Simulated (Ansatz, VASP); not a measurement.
**I in VASP and in Ansatz**

File INCAR:

```
PREC = Accurate
ENCUT = 520
EDIFF = 1E-6
ISMEAR = -1
SIGMA = 0.05
LREAL = F
LASPH = T
NELM = 80
ALGO = Normal
ISIF = 2
LWAVE = F
LCHARG = T
LELF = T
LVHAR = T
NBANDS = 10
```

Contents of KPOINTS:

```
Automatic mesh
0
Gamma
  9 9 9
```

POSCAR

```
I
1.0
    0.0000000000      2.3656004428      3.9098401324
    2.1922454667      0.0000000000      3.9098401324
    2.1922454667      2.3656004428      0.0000000000
I
1
Direct
    0.0000000000      0.0000000000      0.0000000000
```

input.yaml

```yaml
crystal:
  lattice:
    - [0.0, 2.3656004428, 3.9098401324]
    - [2.1922454667, 0.0, 3.9098401324]
    - [2.1922454667, 2.3656004428, 0.0]
  atoms:
    - { symbol: I, position: [0.0, 0.0, 0.0] }
hamiltonian:
  xc: lda
  pseudopotentials: { kind: paw }
kpoints:
  mp_grid: { grid: [9, 9, 9] }
  band_path:
    path:
      - [[0.0, 0.0, 0.0], [0.5, 0.0, 0.5], [0.5, 0.1138942365, 0.6138942365], [0.0504161431, 0.5, 0.5504161431], [0.0, 0.5, 0.5], [0.0, 0.0, 0.0], [0.5, 0.5, 0.0], [0.9495838569, 0.5, 0.4495838569], [0.8622775204, 0.3622775204, 0.5], [0.5, 0.1138942365, 0.6138942365]]
      - [[0.5, 0.8861057635, 0.3861057635], [0.5, 0.5, 0.0]]
      - [[0.0, 0.5, 0.5], [0.1377224796, 0.6377224796, 0.5]]
      - [[0.8622775204, 0.3622775204, 0.5], [0.5, 0.0, 0.5]]
      - [[0.5, 0.5, 0.5], [0.0, 0.0, 0.0]]
    npoints: 14
scf:
  occupations: { method: fermi_dirac, width: 0.05 }
  n_extra_bands: 6
output:
  forces: true
  stress: true
  eigenvalues: true
  fatbands: true
```

Alike in both runs: functional LDA; k mesh 9 × 9 × 9; occupations fermi-dirac, width 0.05 eV; no spin polarisation.

|  | VASP | Ansatz |
| --- | --- | --- |
| version | VASP 6.6.1 | Ansatz 0.2.0 |
| potentials or method | VASP PAW LDA potentials, release 64 (I) | Ansatz PAW |
| plane-wave cutoff (eV) | 520 | 420 |
| valence electrons in the cell | 7 | 17 |
| task | single point | band structure |

```tsv
	VASP	Ansatz	Ansatz less VASP
gap on the k mesh at the Fermi level (eV)	none	none	-
pressure (GPa)	-2.3	-2.3	0.00
traceless stress, the component that is largest in VASP (GPa)	1.20	1.21	+0.009
```

LDA's correlation is that of Perdew and Zunger in VASP and of Perdew and Wang (1992) in Ansatz. A gap of «none» marks a metal or a gap that the smearing closes. VASP's potentials hold 7 valence electrons a cell and Ansatz's 17, so a difference there can come from the potentials and not from the codes.

Spin-orbit coupling is off throughout.
